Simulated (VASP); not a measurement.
Set up this calculation in VASP 6.6.1, as the native input.

```yaml
Task: electric field gradients
Functional: LDA
Potentials_or_basis: VASP PAW LDA potentials, release 64 (Cd, F)
Cutoff: 520 eV
k_mesh: 8 × 8 × 8
Occupations: fermi-dirac, width 0.02 eV
Spin: no spin polarisation
Dipole_correction: no
Further_INCAR_settings: ALGO = Normal; EDIFF = 1e-08; NBANDS = 20
```

The structure of CdF2 lies in POSCAR:

```
CdF2
1.0
    0.0000000000      2.6575901313      2.6575901313
    2.6575901313      0.0000000000      2.6575901313
    2.6575901313      2.6575901313      0.0000000000
Cd F
1 2
Direct
    0.0000000000      0.0000000000      0.0000000000
    0.2500000000      0.2500000000      0.2500000000
    0.7500000000      0.7500000000      0.7500000000
```

This cell differs from its parent crystal: volume scaled by 0.96.

One way to write it, as run:

INCAR

```
PREC = Accurate ; ENCUT = 520
EDIFF = 1E-8 ; ISMEAR = -1
SIGMA = 0.02 ; LREAL = False
LASPH = True ; NELM = 60
ALGO = Normal ; ISIF = 2
LWAVE = False ; LCHARG = False
LEFG = True ; NBANDS = 20
```

KPOINTS

```
Automatic mesh
0
Gamma
  8 8 8
```

Potentials or basis: VASP PAW LDA potentials, release 64 (Cd, F).

Launch:

```sh
$ cat potpaw_LDA.64/Cd/POTCAR potpaw_LDA.64/F/POTCAR > POTCAR
$ mpirun -np 1 vasp_std > vasp.out
```

Results of the run:

| Property | Result |
| --- | --- |
| Pressure | 0.0 GPa |
| Band gap on the k mesh | 2.94 eV, indirect (least direct gap 3.37 eV) |

Caveat: without QUAD_EFG the Cq values of the log hold for a quadrupole moment of 1 mb, not for the nuclei.

Wall time 9.8 s on 1 thread of Intel(R) Xeon(R) 6975P-C (Granite Rapids), on a shared host, peak memory 0.15 GiB.
